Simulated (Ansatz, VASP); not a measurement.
## One calculation of C, two programs

File POSCAR:

```
C
1.0
    0.0000000000      1.9373907776      1.5111648065
    1.9373907776      0.0000000000      1.5111648065
    1.9373907776      1.9373907776      0.0000000000
C
2
Direct
    0.5000000000      0.5000000000      0.5000000000
    0.7500000000      0.7500000000      0.7500000000
```

INCAR.step1

```
  PREC = Accurate
  ENCUT = 520
  ISMEAR = 0
  SIGMA = 0.05
  LREAL = False
  LASPH = True
  NELM = 80
  NBANDS = 11
  GGA = PE
  ALGO = Normal
  EDIFF = 1E-4
  LWAVE = True
  LCHARG = False
```

File INCAR.step2:

```
  PREC = Accurate
  ENCUT = 520
  EDIFF = 1E-6
  ISMEAR = 0
  SIGMA = 0.05
  LREAL = False
  LASPH = True
  NELM = 80
  ALGO = Normal
  ISIF = 2
  LWAVE = False
  LCHARG = True
  METAGGA = R2SCAN
  LMIXTAU = True
  LELF = True
  LVHAR = True
  NBANDS = 11
  ISTART = 1
```

Contents of KPOINTS:

```
Automatic mesh
0
Gamma
  12 12 12
```

Input for Ansatz:

```yaml
crystal:
  lattice:
    - [0.0, 1.9373907776, 1.5111648065]
    - [1.9373907776, 0.0, 1.5111648065]
    - [1.9373907776, 1.9373907776, 0.0]
  atoms:
    - { symbol: C, position: [0.5, 0.5, 0.5] }
    - { symbol: C, position: [0.75, 0.75, 0.75] }
basis:
  ecutwfc: 500
kpoints:
  mp_grid: { grid: [12, 12, 12] }
hamiltonian:
  xc: r2scan
scf:
  occupations: { method: gaussian, width: 0.05 }
output:
  forces: true
  stress: true
  eigenvalues: true
```

Alike in both runs: task single point; functional r2SCAN; k mesh 12 × 12 × 12; occupations gaussian, width 0.05 eV; no spin polarisation.

|  | VASP | Ansatz |
| --- | --- | --- |
| version | VASP 6.6.1 | Ansatz 0.2.0 |
| potentials or method | VASP PAW PBE potentials, release 64 (C), cutoff 520 eV | scalar-relativistic, plane waves, PAW |
| valence electrons in the cell | 8 | 8 |

Ansatz gave:

```
gap on the k mesh at the Fermi level (eV)                     : none
pressure (GPa)                                                : -0.9
traceless stress, the component that is largest in VASP (GPa) : 117.13
```

Question: What did VASP give for the same quantities?

Answer: gap on the k mesh at the Fermi level (eV): none; pressure (GPa): 0.1; traceless stress, the component that is largest in VASP (GPa): 116.92.

VASP's potentials were made for PBE, not for r2SCAN. A gap of «none» marks a metal or a gap that the smearing closes.
